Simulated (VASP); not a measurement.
# Sc (P6_3/mmc) in VASP: a series of runs, part 2 of 3

VASP 6.6.1. The steps go on from the part before.

### 3 Single point, PBE (volume scaled by 0.98)

INCAR

```
SYSTEM = Sc
PREC     = Accurate       ! precision mode
ENCUT    = 520            ! plane-wave cutoff, eV
EDIFF    = 1E-7           ! SCF threshold, eV
ISMEAR   = -1             ! smearing method
SIGMA    = 0.05           ! smearing width, eV
LREAL    = .FALSE.        ! projectors in reciprocal space
LASPH    = .TRUE.         ! aspherical terms in the spheres
NELM     = 60             ! most SCF steps
ALGO     = Normal         ! electronic algorithm
ISIF     = 2              ! what is computed and relaxed
LWAVE    = .FALSE.        ! write WAVECAR
LCHARG   = .FALSE.        ! write CHGCAR
GGA      = PE             ! functional
NBANDS   = 18             ! bands
```

KPOINTS

```
regular mesh
0
G
  15 15 8
  0 0 0
```

POSCAR

```
Sc
1.0
    3.2970938753      0.0000000000      0.0000000000
   -1.6485469377      2.8553670546      0.0000000000
    0.0000000000      0.0000000000      5.1331686426
Sc
2
Direct
    0.3333333333      0.6666666667      0.2500000000
    0.6666666667      0.3333333333      0.7500000000
```

Potentials or basis: VASP PAW PBE potentials, release 64 (Sc_sv).

Run with:

```bash
$ cat potpaw_PBE.64/Sc_sv/POTCAR > POTCAR
$ mpirun -np 1 vasp_std > vasp.out
```

OUTCAR:

```text
SYSTEM = Sc
   PREC = Accurate
   ENCUT = 520
   EDIFF = 1E-7
   ISMEAR = -1
   LREAL = .FALSE.
   LASPH = .TRUE.
   NELM = 60
   ISIF = 2
   GGA = PE

 ion  position               nearest neighbor table
   1  0.333  0.667  0.250-   2 3.20   2 3.20   2 3.20   2 3.20   2 3.20   2 3.20
   2  0.667  0.333  0.750-   1 3.20   1 3.20   1 3.20   1 3.20   1 3.20   1 3.20

  LATTYP: Found a hexagonal cell.
 ALAT       =     3.2970938753
 C/A-ratio  =     1.5568767032

  Lattice vectors:

 A1 = (   3.2970938753,   0.0000000000,   0.0000000000)
 A2 = (  -1.6485469377,   2.8553670546,   0.0000000000)
 A3 = (   0.0000000000,   0.0000000000,   5.1331686426)

Analysis of symmetry for initial positions (statically):
=====================================================================
 Subroutine PRICEL returns:
 Original cell was already a primitive cell.

 Routine SETGRP: Setting up the symmetry group for a
 hexagonal supercell.

 Subroutine GETGRP returns: Found 24 space group operations
 (whereof 12 operations were pure point group operations)
 out of a pool of 24 trial point group operations.

The static configuration has the point symmetry D_3d.
 The point group associated with its full space group is D_6h.

Analysis of symmetry for dynamics (positions and initial velocities):
=====================================================================
 Subroutine PRICEL returns:
 Original cell was already a primitive cell.

 Routine SETGRP: Setting up the symmetry group for a
 hexagonal supercell.

 Subroutine GETGRP returns: Found 24 space group operations
 (whereof 12 operations were pure point group operations)
 out of a pool of 24 trial point group operations.

The dynamic configuration has the point symmetry D_3d.
 The point group associated with its full space group is D_6h.

 Subroutine INISYM returns: Found 24 space group operations
 (whereof 12 operations are pure point group operations),
 and found     1 'primitive' translations

----------------------------------------------------------------------------------------

                                     Primitive cell

  volume of cell :      48.3258

  direct lattice vectors                    reciprocal lattice vectors
     3.297093875  0.000000000  0.000000000     0.303297400  0.175108836  0.000000000
    -1.648546938  2.855367055  0.000000000     0.000000000  0.350217671  0.000000000
     0.000000000  0.000000000  5.133168643     0.000000000  0.000000000  0.194811445

  length of vectors
     3.297093875  3.297093875  5.133168643     0.350217671  0.350217671  0.194811445

  position of ions in fractional coordinates (direct lattice)
     0.333333333  0.666666667  0.250000000
     0.666666667  0.333333333  0.750000000

  ion indices of the primitive-cell ions
   primitive index   ion index
                 1           1
                 2           2

----------------------------------------------------------------------------------------

 KPOINTS: regular mesh

Automatic generation of k-mesh.
 Grid dimensions read from file:
 generate k-points for:   15   15    8

 Generating k-lattice:

  Cartesian coordinates                     Fractional coordinates (reciprocal lattice)
     0.020219827  0.011673922  0.000000000     0.066666667 -0.000000000  0.000000000
     0.000000000  0.023347845  0.000000000     0.000000000  0.066666667  0.000000000
     0.000000000  0.000000000  0.024351431     0.000000000  0.000000000  0.125000000

  Length of vectors
     0.023347845  0.023347845  0.024351431

  Shift w.r.t. Gamma in fractional coordinates (k-lattice)
     0.000000000  0.000000000  0.000000000

 Subroutine IBZKPT returns following result:
 ===========================================

 Found    135 irreducible k-points:

 Following reciprocal coordinates:
            Coordinates               Weight
  0.000000  0.000000  0.000000      1.000000
  0.066667  0.000000  0.000000      6.000000
  0.133333 -0.000000  0.000000      6.000000
  0.200000 -0.000000  0.000000      6.000000
  0.266667 -0.000000  0.000000      6.000000
  0.333333  0.000000  0.000000      6.000000
[... 16 lines left out ...]
  0.333333  0.200000  0.000000     12.000000
  0.400000  0.200000  0.000000      6.000000
 [... further k-points ...]
   k-points           NKPTS =    135   k-points in BZ     NKDIM =    135   number of bands    NBANDS=     18
   number of dos      NEDOS =    301   number of ions     NIONS =      2
   total plane-waves  NPLWV =  31360
   dimension x,y,z NGX =    28 NGY =   28 NGZ =   40
   dimension x,y,z NGXF=    56 NGYF=   56 NGZF=   80
   ions per type =               2
   NGX,Y,Z   is equivalent  to a cutoff of  14.12, 14.12, 12.95 a.u.
   NGXF,Y,Z  is equivalent  to a cutoff of  28.24, 28.24, 25.91 a.u.
 SYSTEM =  Sc
   PREC   = accura    normal or accurate (medium, high low for compatibility)
   ISTART =      0    job   : 0-new  1-cont  2-samecut
   ICHARG =      2    charge: 1-file 2-atom 10-const
   ISPIN  =      1    spin polarized calculation?
   LNONCOLLINEAR =      F non collinear calculations
   LSORBIT =      F    spin-orbit coupling
   LASPH  =      T    aspherical Exc in radial PAW
   ENCUT  =  520.0 eV  38.22 Ry    6.18 a.u.   6.13  6.13  9.54*2*pi/ulx,y,z
   NELM   =     60;   NELMIN=  2; NELMDL= -5     # of ELM steps
   EDIFF  = 0.1E-06   stopping-criterion for ELM
   LREAL  =      F    real-space projection
   EDIFFG = 0.1E-05   stopping-criterion for IOM
   NSW    =      0    number of steps for IOM
   IBRION =     -1    ionic relax: 0-MD 1-quasi-New 2-CG
   NFREE  =      0    steps in history (QN), initial steepest desc. (CG)
   ISIF   =      2    stress and relaxation
   ISYM   =      2    0-nonsym 1-usesym 2-fastsym
   POTIM  = 0.5000    time-step for ionic-motion
   TEBEG  =    0.0;   TEEND  =   0.0 temperature during run
   PSTRESS=    0.0 pullay stress
   NELECT =      22.0000    total number of electrons
   NUPDOWN=      -1.0000    fix difference up-down
   EMIN   =  10.00;   EMAX   =-10.00  energy-range for DOS
   EFERMI =   0.00;   METHOD = LEGACY
   ISMEAR =    -1;   SIGMA  =   0.05  broadening in eV -4-tet -1-fermi 0-gaus
   EFERMI_NEDOS =   21; number of points for ismear=-14 and -15
   IALGO  =     38    algorithm
   IMIX   =      4    mixing-type and parameters
     AMIX     =   0.40;   BMIX     =  1.00
     AMIX_MAG =   1.60;   BMIX_MAG =  1.00
  volume/ion in A,a.u.               =      24.16       163.06
  Fermi-wavevector in a.u.,A,eV,Ry     =   1.259378  2.379879 21.579291  1.586033
  Thomas-Fermi vector in A             =   2.392941
   LORBIT       =      0    0 simple, 1 ext, 2 COOP (PROOUT), +10 PAW based schemes
   GGA     = PE    functional components
   LHFCALC =     F    Hartree Fock is set to
   AEXX    =    0.0000 exact exchange contribution
   IVDW    =     0    specifies the selected vdW correction
   LEPSILON=     F    determine dielectric tensor
   LRPA    =     F    only Hartree local field effects (RPA)
 non-spin polarized calculation
  energy-cutoff  :      520.00
  volume of cell :       48.33
 maximum number of plane-waves:      1326
 NGX is ok and might be reduce to    28
   NGX = 13   NGY = 13   NGZ = 19

 number of electron      21.9999996 magnetization

 Free energy of the ion-electron system (eV)
  ---------------------------------------------------
  ext. energy  EPLUGINS =         0.00000000
  ---------------------------------------------------
  free energy    TOTEN  =       -12.51099993 eV

  energy without entropy =      -12.47804735  energy(sigma->0) =      -12.49452364

 E-fermi :   3.7960     XC(G=0):  -9.9568

 val. band max:        3.7954226017   @ k =   0.4000   0.2000   0.3750
 cond. band min:       3.7981191422   @ k =   0.2667   0.1333   0.3750
 fundamental gap:      0.0026965405
 Fermi energy:         3.7960065463

 k-point     1 :       0.0000    0.0000    0.0000
  band No.  band energies     occupation
      1     -45.5692      2.00000
      2     -45.4918      2.00000
      3     -24.4168      2.00000
      4     -24.0506      2.00000
      5     -24.0506      2.00000
      6     -23.9796      2.00000
[... 10 lines left out ...]
     17       6.1497      0.00000
     18       6.1497      0.00000
[... 463 lines left out ...]
 k-point    24 :       0.4000    0.2000    0.0000
  band No.  band energies     occupation
      1     -45.5007      2.00000
      2     -45.4850      2.00000
      3     -24.3026      2.00000
      4     -24.2232      2.00000
      5     -24.1896      2.00000
      6     -24.1854      2.00000
[... 10 lines left out ...]
     17       7.6559      0.00000
     18       7.7768      0.00000

 [... further k-points ...]

------------------------ aborting loop because EDIFF is reached ----------------------------------------

  FORCE on cell =-STRESS in cart. coord.  units (eV):
  Direction    XX          YY          ZZ          XY          YZ          ZX
  --------------------------------------------------------------------------------------
  -------------------------------------------------------------------------------------
  Total        0.3531846      0.3531846      0.3272284     -0.0000000     -0.0000000      0.0000000
  in kB       11.7093721     11.7093721     10.8488272     -0.0000000     -0.0000000      0.0000000
  external PRESSURE =      11.4225238 kB  Pullay stress =       0.0000000 kB

 VOLUME and BASIS-vectors are now :
 -----------------------------------------------------------------------------
  energy-cutoff  :      520.00
  volume of cell :       48.33
      direct lattice vectors                 reciprocal lattice vectors
     3.297093875  0.000000000  0.000000000     0.303297400  0.175108836  0.000000000
    -1.648546938  2.855367055  0.000000000     0.000000000  0.350217671  0.000000000
     0.000000000  0.000000000  5.133168643     0.000000000  0.000000000  0.194811445

 POSITION                                       TOTAL-FORCE (eV/Angst)
 -----------------------------------------------------------------------------------
     -0.00000      1.90358      1.28329         0.000000     -0.000000      0.000000
      1.64855      0.95179      3.84988        -0.000000      0.000000      0.000000
 -----------------------------------------------------------------------------------
    total drift:                                0.000000     -0.000000      0.000000

  FREE ENERGIE OF THE ION-ELECTRON SYSTEM (eV)
  ---------------------------------------------------
  free  energy   TOTEN  =       -12.5109999318 eV

  energy  without entropy=      -12.4780473545  energy(sigma->0) =      -12.49452364
```

It took 1.7 min on 1 thread of Intel Xeon Platinum 8259CL at 2.50GHz (Skylake/Cascade Lake), shared host; peak memory 0.24 GiB.

What came out:

```yaml
Free_energy: -12.5110 eV
Pressure: 1.1 GPa
Band_gap_on_the_k_mesh: zero (band 11 reaches 4.79 eV, above the bottom of band 12 at 3.27 eV)
```

Stress tensor (GPa, compression positive):
```
1.17 0.00 0.00
0.00 1.17 0.00
0.00 0.00 1.08
```

Caveat: the cell differs from its parent crystal (volume scaled by 0.98).

### 4 Single point, PBE

This run uses another cell than the first one, of 24.66 Å³/atom, 1.063 times its volume.

INCAR

```
PREC = Accurate
ENCUT = 520
EDIFF = 1E-7
ISMEAR = -1
SIGMA = 0.05
LREAL = F
LASPH = T
NELM = 80
ALGO = Normal
ISIF = 2
LWAVE = F
LCHARG = F
GGA = PE
NBANDS = 18
```

KPOINTS

```
Automatic mesh
0
Gamma
  15 15 8
```

POSCAR

```
Sc
1.0
    3.3193722124      0.0000000000      0.0000000000
   -1.6596861062      2.8746606605      0.0000000000
    0.0000000000      0.0000000000      5.1678532667
Sc
2
Direct
    0.3333333333      0.6666666667      0.2500000000
    0.6666666667      0.3333333333      0.7500000000
```

Run with:

```bash
$ cat potpaw_PBE.64/Sc_sv/POTCAR > POTCAR
$ mpirun -np 1 vasp_std > vasp.out
```

It took 1.8 min on 1 thread of Intel Xeon Platinum 8259CL at 2.50GHz (Skylake/Cascade Lake), shared host; peak memory 0.24 GiB.

It converged, with:

```
Free energy            : -12.5149 eV
Pressure               : 0.0 GPa
Band gap on the k mesh : zero (band 11 reaches 4.66 eV, above the bottom of band 12 at 3.18 eV)
```

Levels at points of the mesh, in eV from the Fermi level:
```csv
k point,band 7,band 8,band 9,band 10,band 11,band 12,band 13,band 14,band 15,band 16
"(0.00, 0.00, 0.00)",-27.84,-27.81,-5.13,-1.63,0.61,1.59,1.59,1.85,2.04,2.04
"(0.00, 0.00, 0.50)",-27.87,-27.87,-3.58,-3.58,0.98,0.98,1.50,1.50,1.50,1.50
```

(Continued in part 3 of 3.)
